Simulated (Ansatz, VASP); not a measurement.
# Two plane-wave programs on C

Contents of INCAR:

```
  PREC = Accurate
  ENCUT = 520
  EDIFF = 1E-6
  ISMEAR = 0
  SIGMA = 0.05
  LREAL = False
  LASPH = True
  NELM = 80
  ALGO = Normal
  ISIF = 2
  LWAVE = False
  LCHARG = False
  GGA = PE
  NBANDS = 11
```

Contents of KPOINTS:

```
Automatic mesh
0
Gamma
  12 12 12
```

The input POSCAR:

```
C
1.0
    0.0000000000      2.1005978199      1.6920862354
    1.5648449222      0.0000000000      1.6920862354
    1.5648449222      2.1005978199      0.0000000000
C
2
Direct
    0.5000000000      0.5000000000      0.5000000000
    0.7500000000      0.7500000000      0.7500000000
```

Input for Ansatz:

```yaml
crystal:
  lattice:
    - [0.0, 2.1005978199, 1.6920862354]
    - [1.5648449222, 0.0, 1.6920862354]
    - [1.5648449222, 2.1005978199, 0.0]
  atoms:
    - { symbol: C, position: [0.5, 0.5, 0.5] }
    - { symbol: C, position: [0.75, 0.75, 0.75] }
basis:
  ecutwfc: 520.0
kpoints:
  mp_grid: { grid: [12, 12, 12] }
hamiltonian:
  xc: pbe
  pseudopotentials: { kind: paw, azcp: { folder: soft_1 } }
scf:
  occupations: { method: gaussian, width: 0.05 }
output:
  forces: true
  stress: true
  eigenvalues: true
```

Change from the starting cell: strain +e along x and -e along y -0.1500, strain +e along z and -e/2 along x and y -0.0525.

Alike in both runs: task single point; functional PBE; k mesh 12 × 12 × 12; occupations gaussian, width 0.05 eV; no spin polarisation.

```csv
,VASP,Ansatz
version,VASP 6.6.1,Ansatz 0.2.0
potentials or method,"VASP PAW PBE potentials, release 64 (C), cutoff 520 eV","scalar-relativistic, plane waves, PAW"
valence electrons in the cell,8,8
```

VASP gave:

```
gap on the k mesh at the Fermi level (eV)                     : none
pressure (GPa)                                                : 14.1
traceless stress, the component that is largest in VASP (GPa) : -194.83
```

Problem. What did Ansatz give for the same quantities?

Solution. gap on the k mesh at the Fermi level (eV): none; pressure (GPa): 13.5; traceless stress, the component that is largest in VASP (GPa): -194.89.

A gap of «none» marks a metal or a gap that the smearing closes.
